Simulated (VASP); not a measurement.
## Hg3Pt: single point with PBE

The system is Hg3Pt.

```
CELL_PARAMETERS angstrom
4.40139 0.00000 0.00000
0.00000 4.40139 0.00000
0.00000 0.00000 4.40139
ATOMIC_POSITIONS crystal
Hg 0.50000 0.50000 0.00000
Hg 0.50000 0.00000 0.50000
Hg 0.00000 0.50000 0.50000
Pt 0.00000 0.00000 0.00000
```

* Program: VASP 6.6.1
* Task: single point
* Functional: PBE
* Potentials or basis: VASP PAW PBE potentials, release 64 (Hg, Pt)
* Cutoff: 520 eV
* k mesh: 6 × 6 × 6
* Occupations: fermi-dirac, width 0.05 eV
* Spin: no spin polarisation

- Pressure: -3.5 GPa
- Band gap on the k mesh: zero (bands 23 and 24 overlap by 2.38 eV)

Levels at points of the mesh, in eV from the Fermi level:
| k point | band 21 | band 22 | band 23 | band 24 | band 25 | band 26 |
| --- | --- | --- | --- | --- | --- | --- |
| (0.00, 0.00, 0.00) | -1.48 | 0.02 | 0.02 | 0.02 | 1.85 | 1.85 |
| (0.50, 0.00, 0.00) | -1.84 | -1.53 | 0.80 | 2.49 | 3.86 | 3.86 |
| (0.50, 0.50, 0.00) | -2.27 | -1.82 | -1.08 | -0.60 | 4.87 | 5.40 |
| (0.50, 0.50, 0.50) | -1.54 | -1.33 | -1.33 | -1.33 | 0.38 | 0.38 |

Run time: 20 s on 1 thread of Intel(R) Xeon(R) 6975P-C (Granite Rapids) (shared host), peak memory 0.22 GiB.

Caveat: the cell stands under tension; spin-orbit coupling is left out, which moves the levels of the heavy elements.
